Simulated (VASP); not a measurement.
Input of a VASP 6.6.1 run:

INCAR

```
SYSTEM = Si
PREC = Accurate
ENCUT = 520
EDIFF = 1E-6
ISMEAR = 0
SIGMA = 0.05
LREAL = .FALSE.
LASPH = .TRUE.
NELM = 100
ALGO = Normal
ISIF = 2
LWAVE = .FALSE.
LCHARG = .FALSE.
NBANDS = 11
```

The input KPOINTS:

```
Automatic mesh
0
G
  12 12 12
  0 0 0
```

The input POSCAR:

```
Si
1.0
    0.0000000000      2.7953269038      2.5117430150
    2.7953269038      0.0000000000      2.5117430150
    2.7953269038      2.7953269038      0.0000000000
Si
2
Direct
    0.5000000000      0.5000000000      0.5000000000
    0.7500000000      0.7500000000      0.7500000000
```

Potentials or basis: VASP PAW LDA potentials, release 64 (Si).

Launch:

```bash
$ cat potpaw_LDA.64/Si/POTCAR > POTCAR
$ mpirun -np 1 vasp_std > vasp.out
```

Q: Estimate the pressure.

A: -0.1 GPa.

Q: Predict the band gap on the k mesh.

A: Zero (band 4 reaches 6.44 eV, above the bottom of band 5 at 5.79 eV).

Stress tensor (GPa, compression positive):
```
-2.67  0.00  0.00
 0.00 -2.67  0.00
 0.00  0.00  5.11
```

Caveat: the cell differs from its parent crystal (strain +e along x and -e along y +0.0000, strain +e along z and -e/2 along x and y -0.0700).
